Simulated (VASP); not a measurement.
# Ag3Hg4Sb (I-42m) in VASP: single point with r2SCAN

Aim: the single point of Ag3Hg4Sb with r2SCAN.

Everything below comes from runs of VASP 6.6.1. Logs are shortened: lines on timing, memory, paths and dates and some standing lists are left out, and cuts for length are marked.

## 1. The cell of the first run

Symmetry: I-42m, No. 121, tetragonal system. The conventional cell has a = 5.808 Å, b = 5.808 Å, c = 11.595 Å, α = 90.00°, β = 90.00°, γ = 90.00°. Hg (site symmetry m) has 3 Ag at 2.49 to 2.51 Å and 1 Sb at 2.57 Å within 3.3 Å. Within 3.4 Å of Sb (site symmetry -42m) lie 4 Hg at 2.57 Å. Ag (site symmetry -4) has 4 Hg at 2.49 Å within 3.3 Å. Within 3.3 Å of Ag (site symmetry -42m) lie 4 Hg at 2.51 Å.

## 2. Single point, r2SCAN

File POSCAR:

```
Ag3Hg4Sb
1.0
    0.0000000000      5.8076960000      0.0000000000
    5.8076960000      0.0000000000      0.0000000000
    2.9038480000      2.9038480000     -5.7975160000
Hg Sb Ag
4 1 3
Direct
    0.6168500000      0.6168500000      0.2578400000
    0.3831500000      0.8746900000      0.7421600000
    0.1253100000      0.1253100000      0.2578400000
    0.8746900000      0.3831500000      0.7421600000
    0.0000000000      0.0000000000      0.0000000000
    0.2500000000      0.7500000000      0.5000000000
    0.7500000000      0.2500000000      0.5000000000
    0.5000000000      0.5000000000      0.0000000000
```

File INCAR.step1:

```
  PREC = Accurate
  ENCUT = 520
  ISMEAR = -1
  SIGMA = 0.0144
  LREAL = False
  LASPH = True
  NELM = 80
  NBANDS = 53
  GGA = PE
  ALGO = Normal
  EDIFF = 1E-4
  LWAVE = True
  LCHARG = False
```

File INCAR.step2:

```
  PREC = Accurate
  ENCUT = 520
  EDIFF = 1E-6
  ISMEAR = -1
  SIGMA = 0.0144
  LREAL = False
  LASPH = True
  NELM = 80
  ALGO = Normal
  ISIF = 2
  LWAVE = False
  LCHARG = True
  METAGGA = R2SCAN
  LMIXTAU = True
  LELF = True
  LVHAR = True
  NBANDS = 53
  ISTART = 1
```

File KPOINTS:

```
regular mesh
0
Gamma
  5 5 5
```

Potentials or basis: VASP PAW PBE potentials, release 64 (Hg, Sb, Ag).

The run is started by

```console
$ cat potpaw_PBE.64/Hg/POTCAR potpaw_PBE.64/Sb/POTCAR potpaw_PBE.64/Ag/POTCAR > POTCAR
$ cp INCAR.step1 INCAR
$ mpirun -np 1 vasp_std > vasp.out
$ cp INCAR.step2 INCAR
$ mpirun -np 1 vasp_std > vasp.out
```

OUTCAR:

```text
PREC = Accurate
   ENCUT = 520
   EDIFF = 1E-6
   ISMEAR = -1
   LREAL = False
   LASPH = True
   NELM = 80
   ISIF = 2
   METAGGA = R2SCAN
   ISTART = 1

 ion  position               nearest neighbor table
   1  0.617  0.617  0.258-   6 2.49   7 2.49   8 2.51   5 2.57
   2  0.383  0.875  0.742-   7 2.49   6 2.49   8 2.51   5 2.57
   3  0.125  0.125  0.258-   6 2.49   7 2.49   8 2.51   5 2.57
   4  0.875  0.383  0.742-   6 2.49   7 2.49   8 2.51   5 2.57
   5  0.000  0.000  0.000-   1 2.57   2 2.57   3 2.57   4 2.57
   6  0.250  0.750  0.500-   4 2.49   2 2.49   3 2.49   1 2.49
   7  0.750  0.250  0.500-   2 2.49   1 2.49   3 2.49   4 2.49
   8  0.500  0.500  0.000-   1 2.51   2 2.51   4 2.51   3 2.51

  LATTYP: Found a body centered tetragonal cell.
 ALAT       =     5.8076960000
 C/A-ratio  =     1.9964943069

  Lattice vectors:

 A1 = (  -2.9038480000,   2.9038480000,   5.7975160000)
 A2 = (   2.9038480000,  -2.9038480000,   5.7975160000)
 A3 = (   2.9038480000,   2.9038480000,  -5.7975160000)

Analysis of symmetry for initial positions (statically):
=====================================================================
 Subroutine PRICEL returns:
 Original cell was already a primitive cell.

 Routine SETGRP: Setting up the symmetry group for a
 body centered tetragonal supercell.

 Subroutine GETGRP returns: Found  8 space group operations
 (whereof  8 operations were pure point group operations)
 out of a pool of 16 trial point group operations.

The static configuration has the point symmetry D_2d.

Analysis of symmetry for dynamics (positions and initial velocities):
=====================================================================
 Subroutine PRICEL returns:
 Original cell was already a primitive cell.

 Routine SETGRP: Setting up the symmetry group for a
 body centered tetragonal supercell.

 Subroutine GETGRP returns: Found  8 space group operations
 (whereof  8 operations were pure point group operations)
 out of a pool of 16 trial point group operations.

The dynamic configuration has the point symmetry D_2d.

 Subroutine INISYM returns: Found  8 space group operations
 (whereof  8 operations are pure point group operations),
 and found     1 'primitive' translations

----------------------------------------------------------------------------------------

                                     Primitive cell

  volume of cell :     195.5463

  direct lattice vectors                    reciprocal lattice vectors
     0.000000000  5.807696000  0.000000000     0.000000000  0.172185321  0.086243833
     5.807696000  0.000000000  0.000000000     0.172185321  0.000000000  0.086243833
     2.903848000  2.903848000 -5.797516000     0.000000000  0.000000000 -0.172487665

  length of vectors
     5.807696000  5.807696000  7.104636387     0.192576695  0.192576695  0.172487665

  position of ions in fractional coordinates (direct lattice)
     0.616850000  0.616850000  0.257840000
     0.383150000  0.874690000  0.742160000
     0.125310000  0.125310000  0.257840000
     0.874690000  0.383150000  0.742160000
     0.000000000  0.000000000  0.000000000
     0.250000000  0.750000000  0.500000000
     0.750000000  0.250000000  0.500000000
     0.500000000  0.500000000  0.000000000

  ion indices of the primitive-cell ions
   primitive index   ion index
                 1           1
                 2           2
                 3           3
                 4           4
                 5           5
                 6           6
                 7           7
                 8           8

----------------------------------------------------------------------------------------

 KPOINTS: regular mesh

Automatic generation of k-mesh.
 Grid dimensions read from file:
 generate k-points for:    5    5    5

 Generating k-lattice:

  Cartesian coordinates                     Fractional coordinates (reciprocal lattice)
     0.000000000  0.034437064  0.017248767     0.200000000  0.000000000  0.000000000
     0.034437064  0.000000000  0.017248767     0.000000000  0.200000000  0.000000000
     0.000000000  0.000000000 -0.034497533     0.000000000  0.000000000  0.200000000

  Length of vectors
     0.038515339  0.038515339  0.034497533

  Shift w.r.t. Gamma in fractional coordinates (k-lattice)
     0.000000000  0.000000000  0.000000000

 Subroutine IBZKPT returns following result:
 ===========================================

 Found     18 irreducible k-points:

 Following reciprocal coordinates:
            Coordinates               Weight
  0.000000  0.000000  0.000000      1.000000
  0.200000  0.000000 -0.000000      8.000000
  0.400000  0.000000  0.000000      8.000000
  0.200000  0.200000 -0.000000      8.000000
  0.400000  0.200000 -0.000000     16.000000
 -0.400000  0.200000 -0.000000     16.000000
[... 10 lines left out ...]
  0.000000  0.000000  0.400000      2.000000
 -0.200000  0.000000  0.400000      4.000000
   k-points           NKPTS =     18   k-points in BZ     NKDIM =     18   number of bands    NBANDS=     53
   number of dos      NEDOS =    301   number of ions     NIONS =      8
   total plane-waves  NPLWV = 124416
   dimension x,y,z NGX =    48 NGY =   48 NGZ =   54
   dimension x,y,z NGXF=    96 NGYF=   96 NGZF=  108
   ions per type =               4   1   3
   NGX,Y,Z   is equivalent  to a cutoff of  13.74, 13.74, 12.64 a.u.
   NGXF,Y,Z  is equivalent  to a cutoff of  27.48, 27.48, 25.27 a.u.
 SYSTEM =  unknown system
   PREC   = accura    normal or accurate (medium, high low for compatibility)
   ISTART =      1    job   : 0-new  1-cont  2-samecut
   ICHARG =      0    charge: 1-file 2-atom 10-const
   ISPIN  =      1    spin polarized calculation?
   LNONCOLLINEAR =      F non collinear calculations
   LSORBIT =      F    spin-orbit coupling
   LASPH  =      T    aspherical Exc in radial PAW
   ENCUT  =  520.0 eV  38.22 Ry    6.18 a.u.  10.80 10.80 13.21*2*pi/ulx,y,z
   NELM   =     80;   NELMIN=  2; NELMDL=  0     # of ELM steps
   EDIFF  = 0.1E-05   stopping-criterion for ELM
   LREAL  =      F    real-space projection
   EDIFFG = 0.1E-04   stopping-criterion for IOM
   NSW    =      0    number of steps for IOM
   IBRION =     -1    ionic relax: 0-MD 1-quasi-New 2-CG
   NFREE  =      0    steps in history (QN), initial steepest desc. (CG)
   ISIF   =      2    stress and relaxation
   ISYM   =      2    0-nonsym 1-usesym 2-fastsym
   POTIM  = 0.5000    time-step for ionic-motion
   TEBEG  =    0.0;   TEEND  =   0.0 temperature during run
   PSTRESS=    0.0 pullay stress
   NELECT =      86.0000    total number of electrons
   NUPDOWN=      -1.0000    fix difference up-down
   EMIN   =  10.00;   EMAX   =-10.00  energy-range for DOS
   EFERMI =   0.00;   METHOD = LEGACY
   ISMEAR =    -1;   SIGMA  =   0.01  broadening in eV -4-tet -1-fermi 0-gaus
   EFERMI_NEDOS =   21; number of points for ismear=-14 and -15
   IALGO  =     38    algorithm
   IMIX   =      4    mixing-type and parameters
     AMIX     =   0.40;   BMIX     =  1.00
     AMIX_MAG =   1.60;   BMIX_MAG =  1.00
  volume/ion in A,a.u.               =      24.44       164.95
  Fermi-wavevector in a.u.,A,eV,Ry     =   1.244967  2.352646 21.088243  1.549942
  Thomas-Fermi vector in A             =   2.379210
   LORBIT       =      0    0 simple, 1 ext, 2 COOP (PROOUT), +10 PAW based schemes
   METAGGA = R2SCAN    functional components
   LHFCALC =     F    Hartree Fock is set to
   AEXX    =    0.0000 exact exchange contribution
   IVDW    =     0    specifies the selected vdW correction
   LEPSILON=     F    determine dielectric tensor
   LRPA    =     F    only Hartree local field effects (RPA)
 non-spin polarized calculation
  energy-cutoff  :      520.00
  volume of cell :      195.55
 maximum number of plane-waves:      5293
 NGX is ok and might be reduce to    48
   NGX = 21   NGY = 21   NGZ = 27

 number of electron      85.9999991 magnetization

 Free energy of the ion-electron system (eV)
  ---------------------------------------------------
  ext. energy  EPLUGINS =         0.00000000
  ---------------------------------------------------
  free energy    TOTEN  =      -280.30166999 eV

  energy without entropy =     -280.30031213  energy(sigma->0) =     -280.30099106

 E-fermi :   4.1958     XC(G=0): -10.8336

 val. band max:        4.1215782746   @ k =   0.4000   0.0000   0.0000
 cond. band min:       4.2175681771   @ k =   0.4000   0.0000   0.2000
 fundamental gap:      0.0959899025
 Fermi energy:         4.1958130052

 k-point     1 :       0.0000    0.0000    0.0000
  band No.  band energies     occupation
      1      -7.4399      2.00000
      2      -4.4613      2.00000
      3      -4.4305      2.00000
      4      -4.3590      2.00000
      5      -4.3590      2.00000
      6      -4.3337      2.00000
[... 45 lines left out ...]
     52      11.4394      0.00000
     53      11.4394      0.00000

 k-point     2 :       0.2000    0.0000   -0.0000
  band No.  band energies     occupation
      1      -7.3949      2.00000
      2      -4.4468      2.00000
      3      -4.4308      2.00000
      4      -4.3626      2.00000
      5      -4.3305      2.00000
      6      -4.3203      2.00000
[... 45 lines left out ...]
     52      10.6494      0.00000
     53      11.0161      0.00000

 k-point     3 :       0.4000    0.0000    0.0000
  band No.  band energies     occupation
      1      -7.3211      2.00000
      2      -4.4507      2.00000
      3      -4.4236      2.00000
      4      -4.3749      2.00000
      5      -4.3357      2.00000
      6      -4.3232      2.00000
[... 45 lines left out ...]
     52      10.7441      0.00000
     53      11.2749      0.00000
[... 729 lines left out ...]
 k-point    17 :       0.0000    0.0000    0.4000
  band No.  band energies     occupation
      1      -7.3363      2.00000
      2      -4.3975      2.00000
      3      -4.3975      2.00000
      4      -4.3808      2.00000
      5      -4.3626      2.00000
      6      -4.3109      2.00000
[... 45 lines left out ...]
     52       9.5440      0.00000
     53      10.0166      0.00000

 k-point    18 :      -0.2000    0.0000    0.4000
  band No.  band energies     occupation
      1      -7.3115      2.00000
      2      -4.4609      2.00000
      3      -4.4279      2.00000
      4      -4.3331      2.00000
      5      -4.3308      2.00000
      6      -4.2819      2.00000
[... 45 lines left out ...]
     52       9.6012      0.00000
     53      10.5784      0.00000

------------------------ aborting loop because EDIFF is reached ----------------------------------------

  FORCE on cell =-STRESS in cart. coord.  units (eV):
  Direction    XX          YY          ZZ          XY          YZ          ZX
  --------------------------------------------------------------------------------------
  -------------------------------------------------------------------------------------
  Total       26.4689488     26.4689488     26.9126582      0.0000000      0.0000000      0.0000000
  in kB      216.8690461    216.8690461    220.5045073      0.0000000      0.0000000      0.0000000
  external PRESSURE =     218.0808665 kB  Pullay stress =       0.0000000 kB

 VOLUME and BASIS-vectors are now :
 -----------------------------------------------------------------------------
  energy-cutoff  :      520.00
  volume of cell :      195.55
      direct lattice vectors                 reciprocal lattice vectors
     0.000000000  5.807696000  0.000000000     0.000000000  0.172185321  0.086243833
     5.807696000  0.000000000  0.000000000     0.172185321  0.000000000  0.086243833
     2.903848000  2.903848000 -5.797516000     0.000000000  0.000000000 -0.172487665

 POSITION                                       TOTAL-FORCE (eV/Angst)
 -----------------------------------------------------------------------------------
      4.33121      4.33121     -1.49483        -0.097586     -0.097586      0.148132
      7.23505      4.38034     -4.30268        -0.097586      0.097586     -0.148132
      1.47649      1.47649     -1.49483         0.097586      0.097586      0.148132
      4.38034      7.23505     -4.30268         0.097586     -0.097586     -0.148132
      0.00000      0.00000      0.00000        -0.000000      0.000000      0.000000
      5.80770      2.90385     -2.89876        -0.000000      0.000000      0.000000
      2.90385      5.80770     -2.89876        -0.000000     -0.000000      0.000000
      2.90385      2.90385      0.00000        -0.000000     -0.000000      0.000000
 -----------------------------------------------------------------------------------
    total drift:                               -0.000018     -0.000018      0.000008

  FREE ENERGIE OF THE ION-ELECTRON SYSTEM (eV)
  ---------------------------------------------------
  free  energy   TOTEN  =      -280.3016699864 eV

  energy  without entropy=     -280.3003121268  energy(sigma->0) =     -280.30099106
```

Wall time 9.2 min (1 thread of AMD EPYC 9R45 (Zen 5), shared host); peak memory 0.45 GiB.

Results:

```
Free energy            : -280.3017 eV
Pressure               : 21.8 GPa
Largest force          : 0.202 eV/Å
Band gap on the k mesh : zero (bands 43 and 44 overlap by 0.74 eV)
```

Forces in eV/Å, atoms in the order of the input:
```
Hg  -0.098 -0.098  0.148
Hg  -0.098  0.098 -0.148
Hg   0.098  0.098  0.148
Hg   0.098 -0.098 -0.148
Sb   0.000  0.000  0.000
Ag   0.000  0.000  0.000
Ag   0.000  0.000  0.000
Ag   0.000  0.000  0.000
```

Caveat: the cell stands under pressure; the PAW data sets were made with another functional, which shifts forces and pressure a little; spin-orbit coupling is left out, which moves the levels of the heavy elements.

The gap in the log of VASP goes by the Fermi energy; the results here count the filled bands.